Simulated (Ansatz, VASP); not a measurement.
## Ta in VASP and in Ansatz

```
CELL_PARAMETERS angstrom
-1.51165 1.51165 1.91995
1.51165 -1.51165 1.91995
1.51165 1.51165 -1.91995
ATOMIC_POSITIONS crystal
Ta 0.00000 0.00000 0.00000
```

Alike in both runs: task single point; functional PBE; k mesh 20 × 20 × 20; occupations gaussian, width 0.15 eV; no spin polarisation.

|  | VASP | Ansatz |
| --- | --- | --- |
| version | VASP 6.6.1 | Ansatz 0.2.0 |
| potentials or method | VASP PAW PBE potentials, release 64 (Ta_pv), cutoff 520 eV | scalar-relativistic, plane waves, PAW |
| valence electrons in the cell | 11 | 13 |

Ansatz gave:

```
gap on the k mesh at the Fermi level (eV)                     : none
pressure (GPa)                                                : 13.2
traceless stress, the component that is largest in VASP (GPa) : -11.18
```

Which values does VASP return?

gap on the k mesh at the Fermi level (eV): none; pressure (GPa): 13.3; traceless stress, the component that is largest in VASP (GPa): -11.19.

A gap of «none» marks a metal or a gap that the smearing closes. With one functional, cell and mesh, what is left measures potentials, basis and numerics. VASP's potentials hold 11 valence electrons a cell and Ansatz's 13, so a difference there can come from the potentials and not from the codes.

Neither program's run includes spin-orbit coupling.
